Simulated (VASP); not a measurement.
Ge, 2 atoms in the cell. The structure is cubic, space group Fd-3m (No. 227). Conventional cell: a = 5.768 Å, b = 5.768 Å, c = 5.768 Å, α = 90.00°, β = 90.00°, γ = 90.00°. Within 3.3 Å of Ge (site symmetry -43m) lie 4 Ge at 2.50 Å.  This cell differs from its parent crystal: volume scaled by 1.06, then relaxed in part.

```yaml
Program: VASP 6.6.1
Task: single point
Functional: PBE
Potentials_or_basis: VASP PAW PBE potentials, release 64 (Ge_d)
Cutoff: 520 eV
k_mesh: 14 × 14 × 14
Occupations: fermi-dirac, width 0.05 eV
Spin: no spin polarisation
Dipole_correction: no
Further_INCAR_settings: ALGO = Normal; EDIFF = 1e-06; NBANDS = 21
```

Potentials or basis: VASP PAW PBE potentials, release 64 (Ge_d).

Launch:

```bash
$ cat potpaw_PBE.64/Ge_d/POTCAR > POTCAR
$ mpirun -np 1 vasp_std > vasp.out
```

Hardware: 1 thread of AMD EPYC 7R13, on a shared host.

**Question.** How long does it take, and how much memory?

**Answer.** Wall time 3.3 min on 1 thread of AMD EPYC 7R13 (shared host), peak memory 0.19 GiB. Counts: scf iterations 12, k points 104.
